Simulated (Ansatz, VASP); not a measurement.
## One calculation of AlRu, two programs

File POSCAR:

```
AlRu
1.0
    2.9916000000      0.0000000000      0.0000000000
    0.0000000000      2.9916000000      0.0000000000
    0.0000000000      0.0000000000      3.0514320000
Al Ru
1 1
Direct
    0.0000000000      0.0000000000      0.0000000000
    0.5000000000      0.5000000000      0.5000000000
```

INCAR.step1

```
  ALGO = Normal
  EDIFF = 1E-4
  ENCUT = 520
  GGA = PE
  ISMEAR = 0
  LASPH = T
  LCHARG = F
  LREAL = F
  LWAVE = T
  NBANDS = 16
  NELM = 100
  PREC = Accurate
  SIGMA = 0.15
```

The input INCAR.step2:

```
  ALGO = Normal
  EDIFF = 1E-6
  ENCUT = 520
  ISIF = 2
  ISMEAR = 0
  ISTART = 1
  LASPH = T
  LCHARG = F
  LMIXTAU = T
  LREAL = F
  LWAVE = F
  METAGGA = R2SCAN
  NBANDS = 16
  NELM = 100
  PREC = Accurate
  SIGMA = 0.15
```

Contents of KPOINTS:

```
k-points
0
Gamma
  16 16 16
```

Input for Ansatz:

```yaml
crystal:
  lattice:
    - [2.9916, 0.0, 0.0]
    - [0.0, 2.9916, 0.0]
    - [0.0, 0.0, 3.051432]
  atoms:
    - { symbol: Al, position: [0.0, 0.0, 0.0] }
    - { symbol: Ru, position: [0.5, 0.5, 0.5] }
basis:
  ecutwfc: 500
kpoints:
  mp_grid: { grid: [16, 16, 16] }
hamiltonian:
  xc: r2scan
scf:
  occupations: { method: gaussian, width: 0.15 }
output:
  forces: true
  stress: true
  eigenvalues: true
```

Change from the starting cell: strain +0.0200 x Voigt [0, 0, 1, 0, 0, 0], atoms carried along.

Alike in both runs: task single point; functional r2SCAN; k mesh 16 × 16 × 16; occupations gaussian, width 0.15 eV; no spin polarisation.

|  | VASP | Ansatz |
| --- | --- | --- |
| version | VASP 6.6.1 | Ansatz 0.2.0 |
| potentials or method | VASP PAW PBE potentials, release 64 (Al, Ru_pv), cutoff 520 eV | scalar-relativistic, plane waves, PAW |
| valence electrons in the cell | 17 | 19 |

|  | VASP | Ansatz | Ansatz less VASP |
| --- | --- | --- | --- |
| gap on the k mesh at the Fermi level (eV) | none | none | - |
| pressure (GPa) | -5.8 | -5.9 | -0.09 |
| traceless stress, the component that is largest in VASP (GPa) | -2.26 | -2.25 | +0.010 |

VASP's potentials were made for PBE, not for r2SCAN. A gap of «none» marks a metal or a gap that the smearing closes. With one functional, cell and mesh, what is left measures potentials, basis and numerics. VASP's potentials hold 17 valence electrons a cell and Ansatz's 19, so a difference there can come from the potentials and not from the codes.
